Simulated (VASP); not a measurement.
# BN (Fm-3m) in VASP: further runs

BN is run at these levels: PBE; tasks: single point.

Everything below comes from runs of VASP 6.6.1. Logs are shortened: lines on timing, memory, paths and dates and some standing lists are left out, and cuts for length are marked.

### Step 1. The cell of the first run

It takes space group Fm-3m (No. 225, cubic). Conventional cell: a = 3.492 Å, b = 3.492 Å, c = 3.492 Å, α = 90.00°, β = 90.00°, γ = 90.00°. Within 2.3 Å of B (site symmetry m-3m) lie 6 N at 1.75 Å. N (site symmetry m-3m) has 6 B at 1.75 Å within 2.3 Å.

### Step 2. Single point, PBE

File INCAR:

```
  ALGO = Normal
  EDIFF = 1E-6
  ENCUT = 520
  GGA = PE
  ISIF = 2
  ISMEAR = 0
  LASPH = T
  LCHARG = F
  LREAL = F
  LWAVE = F
  NBANDS = 11
  NELM = 100
  PREC = Accurate
  SIGMA = 0.01
```

File KPOINTS:

```
k-points
0
Gamma
  8 8 8
```

File POSCAR:

```
BN
1.0
    0.0000000000      1.7458259515      1.7458259515
    1.7458259515      0.0000000000      1.7458259515
    1.7458259515      1.7458259515      0.0000000000
B N
1 1
Direct
    0.0000000000      0.0000000000      0.0000000000
    0.5000000000      0.5000000000      0.5000000000
```

Potentials or basis: VASP PAW PBE potentials, release 64 (B, N).

The run is started by

```
> cat potpaw_PBE.64/B/POTCAR potpaw_PBE.64/N/POTCAR > POTCAR
> mpirun -np 1 vasp_std > vasp.out
```

OUTCAR:

```text
EDIFF = 1E-6
   ENCUT = 520
   GGA = PE
   ISIF = 2
   ISMEAR = 0
   LASPH = T
   LREAL = F
   NELM = 100
   PREC = Accurate

 ion  position               nearest neighbor table
   1  0.000  0.000  0.000-   2 1.75   2 1.75   2 1.75   2 1.75   2 1.75   2 1.75
   2  0.500  0.500  0.500-   1 1.75   1 1.75   1 1.75   1 1.75   1 1.75   1 1.75

  LATTYP: Found a face centered cubic cell.
 ALAT       =     3.4916519030

  Lattice vectors:

 A1 = (   0.0000000000,   1.7458259515,   1.7458259515)
 A2 = (   1.7458259515,   0.0000000000,   1.7458259515)
 A3 = (   1.7458259515,   1.7458259515,   0.0000000000)

Analysis of symmetry for initial positions (statically):
=====================================================================
 Subroutine PRICEL returns:
 Original cell was already a primitive cell.

 Routine SETGRP: Setting up the symmetry group for a
 face centered cubic supercell.

 Subroutine GETGRP returns: Found 48 space group operations
 (whereof 48 operations were pure point group operations)
 out of a pool of 48 trial point group operations.

The static configuration has the point symmetry O_h .

Analysis of symmetry for dynamics (positions and initial velocities):
=====================================================================
 Subroutine PRICEL returns:
 Original cell was already a primitive cell.

 Routine SETGRP: Setting up the symmetry group for a
 face centered cubic supercell.

 Subroutine GETGRP returns: Found 48 space group operations
 (whereof 48 operations were pure point group operations)
 out of a pool of 48 trial point group operations.

The dynamic configuration has the point symmetry O_h .

 Subroutine INISYM returns: Found 48 space group operations
 (whereof 48 operations are pure point group operations),
 and found     1 'primitive' translations

----------------------------------------------------------------------------------------

                                     Primitive cell

  volume of cell :      10.6422

  direct lattice vectors                    reciprocal lattice vectors
     0.000000000  1.745825952  1.745825952    -0.286397392  0.286397392  0.286397392
     1.745825952  0.000000000  1.745825952     0.286397392 -0.286397392  0.286397392
     1.745825952  1.745825952  0.000000000     0.286397392  0.286397392 -0.286397392

  length of vectors
     2.468970738  2.468970738  2.468970738     0.496054835  0.496054835  0.496054835

  position of ions in fractional coordinates (direct lattice)
     0.000000000  0.000000000  0.000000000
     0.500000000  0.500000000  0.500000000

  ion indices of the primitive-cell ions
   primitive index   ion index
                 1           1
                 2           2

----------------------------------------------------------------------------------------

 KPOINTS: k-points

Automatic generation of k-mesh.
 Grid dimensions read from file:
 generate k-points for:    8    8    8

 Generating k-lattice:

  Cartesian coordinates                     Fractional coordinates (reciprocal lattice)
    -0.035799674  0.035799674  0.035799674     0.125000000  0.000000000  0.000000000
     0.035799674 -0.035799674  0.035799674     0.000000000  0.125000000  0.000000000
     0.035799674  0.035799674 -0.035799674     0.000000000  0.000000000  0.125000000

  Length of vectors
     0.062006854  0.062006854  0.062006854

  Shift w.r.t. Gamma in fractional coordinates (k-lattice)
     0.000000000  0.000000000  0.000000000

 Subroutine IBZKPT returns following result:
 ===========================================

 Found     29 irreducible k-points:

 Following reciprocal coordinates:
            Coordinates               Weight
  0.000000  0.000000  0.000000      1.000000
  0.125000  0.000000  0.000000      8.000000
  0.250000  0.000000  0.000000      8.000000
  0.375000  0.000000  0.000000      8.000000
  0.500000  0.000000  0.000000      4.000000
  0.125000  0.125000  0.000000      6.000000
[... 16 lines left out ...]
  0.500000  0.250000  0.125000     48.000000
 -0.375000  0.250000  0.125000     24.000000
 [... further k-points ...]
   k-points           NKPTS =     29   k-points in BZ     NKDIM =     29   number of bands    NBANDS=     11
   number of dos      NEDOS =    301   number of ions     NIONS =      2
   total plane-waves  NPLWV =   5832
   dimension x,y,z NGX =    18 NGY =   18 NGZ =   18
   dimension x,y,z NGXF=    36 NGYF=   36 NGZF=   36
   ions per type =               1   1
   NGX,Y,Z   is equivalent  to a cutoff of  12.12, 12.12, 12.12 a.u.
   NGXF,Y,Z  is equivalent  to a cutoff of  24.24, 24.24, 24.24 a.u.
 SYSTEM =  unknown system
   PREC   = accura    normal or accurate (medium, high low for compatibility)
   ISTART =      0    job   : 0-new  1-cont  2-samecut
   ICHARG =      2    charge: 1-file 2-atom 10-const
   ISPIN  =      1    spin polarized calculation?
   LNONCOLLINEAR =      F non collinear calculations
   LSORBIT =      F    spin-orbit coupling
   LASPH  =      T    aspherical Exc in radial PAW
   ENCUT  =  520.0 eV  38.22 Ry    6.18 a.u.   4.59  4.59  4.59*2*pi/ulx,y,z
   NELM   =    100;   NELMIN=  2; NELMDL= -5     # of ELM steps
   EDIFF  = 0.1E-05   stopping-criterion for ELM
   LREAL  =      F    real-space projection
   EDIFFG = 0.1E-04   stopping-criterion for IOM
   NSW    =      0    number of steps for IOM
   IBRION =     -1    ionic relax: 0-MD 1-quasi-New 2-CG
   NFREE  =      0    steps in history (QN), initial steepest desc. (CG)
   ISIF   =      2    stress and relaxation
   ISYM   =      2    0-nonsym 1-usesym 2-fastsym
   POTIM  = 0.5000    time-step for ionic-motion
   TEBEG  =    0.0;   TEEND  =   0.0 temperature during run
   PSTRESS=    0.0 pullay stress
   NELECT =       8.0000    total number of electrons
   NUPDOWN=      -1.0000    fix difference up-down
   EMIN   =  10.00;   EMAX   =-10.00  energy-range for DOS
   EFERMI =   0.00;   METHOD = LEGACY
   ISMEAR =     0;   SIGMA  =   0.01  broadening in eV -4-tet -1-fermi 0-gaus
   EFERMI_NEDOS =   21; number of points for ismear=-14 and -15
   IALGO  =     38    algorithm
   IMIX   =      4    mixing-type and parameters
     AMIX     =   0.40;   BMIX     =  1.00
     AMIX_MAG =   1.60;   BMIX_MAG =  1.00
  volume/ion in A,a.u.               =       5.32        35.91
  Fermi-wavevector in a.u.,A,eV,Ry     =   1.488540  2.812933 30.147133  2.215752
  Thomas-Fermi vector in A             =   2.601562
   LORBIT       =      0    0 simple, 1 ext, 2 COOP (PROOUT), +10 PAW based schemes
   GGA     = PE    functional components
   LHFCALC =     F    Hartree Fock is set to
   AEXX    =    0.0000 exact exchange contribution
   IVDW    =     0    specifies the selected vdW correction
   LEPSILON=     F    determine dielectric tensor
   LRPA    =     F    only Hartree local field effects (RPA)
 non-spin polarized calculation
 Gauss-broadening in eV      SIGMA  =   0.01
  energy-cutoff  :      520.00
  volume of cell :       10.64
 maximum number of plane-waves:       302
   NGX =  9   NGY =  9   NGZ =  9

 number of electron       7.9999998 magnetization

 Free energy of the ion-electron system (eV)
  ---------------------------------------------------
  ext. energy  EPLUGINS =         0.00000000
  ---------------------------------------------------
  free energy    TOTEN  =       -13.94127585 eV

  energy without entropy =      -13.94127585  energy(sigma->0) =      -13.94127585

 E-fermi :  10.3831     XC(G=0): -13.7601

 val. band max:       10.3200601968   @ k =  -0.2500   0.1250   0.0000
 cond. band min:      11.6526589973   @ k =   0.5000   0.5000   0.0000
 fundamental gap:      1.3325988005
 Fermi energy:        10.3831304646

 k-point     1 :       0.0000    0.0000    0.0000
  band No.  band energies     occupation
      1     -12.1036      2.00000
      2       9.5265      2.00000
      3       9.5265      2.00000
      4       9.5265      2.00000
      5      19.6305      0.00000
      6      22.4959      0.00000
      7      22.4959      0.00000
      8      22.4959      0.00000
      9      28.9942      0.00000
     10      28.9942      0.00000
     11      28.9942      0.00000

 k-point     2 :       0.1250    0.0000    0.0000
  band No.  band energies     occupation
      1     -11.6650      2.00000
      2       7.7502      2.00000
      3       9.4974      2.00000
      4       9.4974      2.00000
      5      19.9296      0.00000
      6      21.1190      0.00000
      7      21.1190      0.00000
      8      22.3441      0.00000
      9      28.0987      0.00000
     10      30.0864      0.00000
     11      30.0864      0.00000

 k-point     3 :       0.2500    0.0000    0.0000
  band No.  band energies     occupation
      1     -10.3773      2.00000
      2       3.9625      2.00000
      3       9.5035      2.00000
      4       9.5035      2.00000
      5      18.5585      0.00000
      6      18.5585      0.00000
      7      19.0708      0.00000
      8      23.1521      0.00000
      9      28.7658      0.00000
     10      33.0911      0.00000
     11      33.0911      0.00000

 k-point     4 :       0.3750    0.0000    0.0000
  band No.  band energies     occupation
      1      -8.4051      2.00000
      2       0.0292      2.00000
      3       9.6475      2.00000
      4       9.6475      2.00000
      5      16.4483      0.00000
      6      16.4483      0.00000
      7      18.0457      0.00000
      8      23.9051      0.00000
      9      31.1550      0.00000
     10      37.6196      0.00000
     11      37.6196      0.00000
[... 239 lines left out ...]
 k-point    22 :       0.3750    0.2500    0.1250
  band No.  band energies     occupation
      1      -9.2316      2.00000
      2       4.1625      2.00000
      3       5.4791      2.00000
      4       8.8342      2.00000
      5      15.1786      0.00000
      6      19.9087      0.00000
      7      22.6690      0.00000
      8      23.0961      0.00000
      9      25.8344      0.00000
     10      36.2106      0.00000
     11      39.4170      0.00000

 k-point    23 :       0.5000    0.2500    0.1250
  band No.  band energies     occupation
      1      -7.2870      2.00000
      2       0.9358      2.00000
      3       4.7927      2.00000
      4       7.6359      2.00000
      5      15.6324      0.00000
      6      18.3073      0.00000
      7      22.2298      0.00000
      8      24.5121      0.00000
      9      28.1489      0.00000
     10      37.3406      0.00000
     11      39.5438      0.00000

 k-point    24 :      -0.3750    0.2500    0.1250
  band No.  band energies     occupation
      1      -5.8182      2.00000
      2      -1.1644      2.00000
      3       4.8875      2.00000
      4       6.8765      2.00000
      5      16.5410      0.00000
      6      17.0980      0.00000
      7      21.9485      0.00000
      8      25.1196      0.00000
      9      31.4074      0.00000
     10      33.1877      0.00000
     11      43.1035      0.00000

 [... further k-points ...]
[... 5 lines left out ...]
  --------------------------------------------------------------------------------------
  -------------------------------------------------------------------------------------
  Total        0.2538409      0.2538409      0.2538409      0.0000000      0.0000000      0.0000000
  in kB       38.2154805     38.2154805     38.2154805      0.0000000      0.0000000      0.0000000
  external PRESSURE =      38.2154805 kB  Pullay stress =       0.0000000 kB

 VOLUME and BASIS-vectors are now :
 -----------------------------------------------------------------------------
  energy-cutoff  :      520.00
  volume of cell :       10.64
      direct lattice vectors                 reciprocal lattice vectors
     0.000000000  1.745825952  1.745825952    -0.286397392  0.286397392  0.286397392
     1.745825952  0.000000000  1.745825952     0.286397392 -0.286397392  0.286397392
     1.745825952  1.745825952  0.000000000     0.286397392  0.286397392 -0.286397392

 POSITION                                       TOTAL-FORCE (eV/Angst)
 -----------------------------------------------------------------------------------
      0.00000      0.00000      0.00000        -0.000000      0.000000      0.000000
      1.74583      1.74583      1.74583         0.000000     -0.000000     -0.000000
 -----------------------------------------------------------------------------------
    total drift:                               -0.000000     -0.000000     -0.000000

  FREE ENERGIE OF THE ION-ELECTRON SYSTEM (eV)
  ---------------------------------------------------
  free  energy   TOTEN  =       -13.9412758496 eV

  energy  without entropy=      -13.9412758496  energy(sigma->0) =      -13.94127585
```

Run time: 3.4 s. Hardware: 1 thread of Intel Xeon 6975P-C, shared host; peak memory 0.11 GiB.

Results:

```
Free energy            : -13.9413 eV
Pressure               : 3.8 GPa
Band gap on the k mesh : 1.33 eV, indirect (least direct gap 5.85 eV)
```

A k mesh can miss the band edges.

### Step 3. Single point, PBE (strain -0.5%)

File INCAR:

```
SYSTEM = BN
  PREC = Accurate
  ENCUT = 520
  EDIFF = 1E-7
  ISMEAR = 0
  SIGMA = 0.01
  LREAL = .False.
  LASPH = .True.
  NELM = 60
  ALGO = Normal
  ISIF = 2
  LWAVE = .False.
  LCHARG = .True.
  GGA = PE
  LELF = .True.
  LVHAR = .True.
  NBANDS = 11
```

File KPOINTS:

```
Automatic mesh
0
Gamma
  8 8 8
  0 0 0
```

File POSCAR:

```
BN
1.0
    0.0000000000      1.7370968217      1.7370968217
    1.7370968217      0.0000000000      1.7370968217
    1.7370968217      1.7370968217      0.0000000000
B N
1 1
Direct
    0.0000000000      0.0000000000      0.0000000000
    0.5000000000      0.5000000000      0.5000000000
```

Potentials or basis: VASP PAW PBE potentials, release 64 (B, N).

The run is started by

```
> cat potpaw_PBE.64/B/POTCAR potpaw_PBE.64/N/POTCAR > POTCAR
> mpirun -np 1 vasp_std > vasp.out
```

It took 3.6 s on 1 thread of Intel Xeon 6975P-C, shared host; peak memory 0.11 GiB.

Results (log left out):

| Quantity | Value |
| --- | --- |
| Free energy | -13.9342 eV |
| Pressure | 10.0 GPa |
| Band gap on the k mesh | 1.45 eV, indirect (least direct gap 5.90 eV) |

Levels at points of the mesh, in eV from the valence-band top:
```csv
k point,band 1,band 2,band 3,band 4,band 5,band 6,band 7,band 8
"(0.00, 0.00, 0.00)",-22.63,-0.80,-0.80,-0.80,9.63,12.33,12.33,12.33
"(0.50, 0.00, 0.00)",-17.36,-12.65,-0.56,-0.56,5.34,5.34,7.50,14.09
"(0.50, 0.50, 0.00)",-14.46,-11.99,-5.64,-5.64,1.45,8.90,14.95,14.95
```

Caveat: the cell differs from its parent crystal (strain -0.5%). A k mesh can miss the band edges.
